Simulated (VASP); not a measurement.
Here is a VASP 6.6.1 calculation.

INCAR

```
ALGO     = Normal         # electronic algorithm
EDIFF    = 1E-7           # SCF threshold, eV
ENCUT    = 520            # plane-wave cutoff, eV
GGA      = PE             # functional
ISIF     = 2              # what is computed and relaxed
ISMEAR   = -1             # smearing method
LASPH    = T              # aspherical terms in the spheres
LCHARG   = F              # write CHGCAR
LREAL    = Auto         
LWAVE    = F              # write WAVECAR
NBANDS   = 30             # bands
NELM     = 60             # most SCF steps
PREC     = Accurate       # precision mode
SIGMA    = 0.15           # smearing width, eV
```

The input KPOINTS:

```
k-points
0
Gamma
  5 5 3
```

Contents of POSCAR:

```
Be16H
1.0
   -2.2900000000     -3.9663960000      0.0000000000
    3.4350000000     -1.9831980000      0.0000000000
    0.0000000000      0.0000000000      7.1768600000
Be H
16 1
Direct
    0.7497557447      0.4971771922      0.0021149918
    0.5000224130      0.3346635592      0.2503465304
    0.7498778169      0.4980937993      0.4992701544
    0.5144451526      0.3418245704      0.7473272434
    0.5048501298     -0.0050562453      0.0059491198
    0.2498530937      0.8378455850      0.2517952141
    0.5018553957     -0.0021214393      0.4973506520
    0.2498133066      0.8200146935      0.7477062392
    0.2500144700      0.5097179436      0.0057369100
   -0.0004421171      0.3344505246      0.2503961342
    0.2499559921      0.5040382014      0.4954181912
   -0.0148621783      0.3405218666      0.7473282187
   -0.0050709685     -0.0048505146      0.0062516198
    0.7497528530      0.8289778846      0.2531118066
   -0.0022501476     -0.0019932571      0.4970248827
    0.7495888343      0.8319582039      0.7512186388
    0.2506941068      0.1742886476      0.7922486993
```

Potentials or basis: VASP PAW PBE potentials, release 64 (Be, H).

Command:

```console
$ cat potpaw_PBE.64/Be/POTCAR potpaw_PBE.64/H/POTCAR > POTCAR
$ mpirun -np 1 vasp_std > vasp.out
```

Problem. What does it give for the largest force?

Solution. 0.711 eV/Å.

Problem. Estimate the band gap on the k mesh.

Solution. Zero (an odd number of electrons rules out a gap without spin polarisation).

Problem. Estimate the pressure.

Solution. 1.3 GPa.

Stress tensor (GPa, compression positive):
```
 0.65  0.92 -0.09
 0.92  1.72  0.06
-0.09  0.06  1.59
```
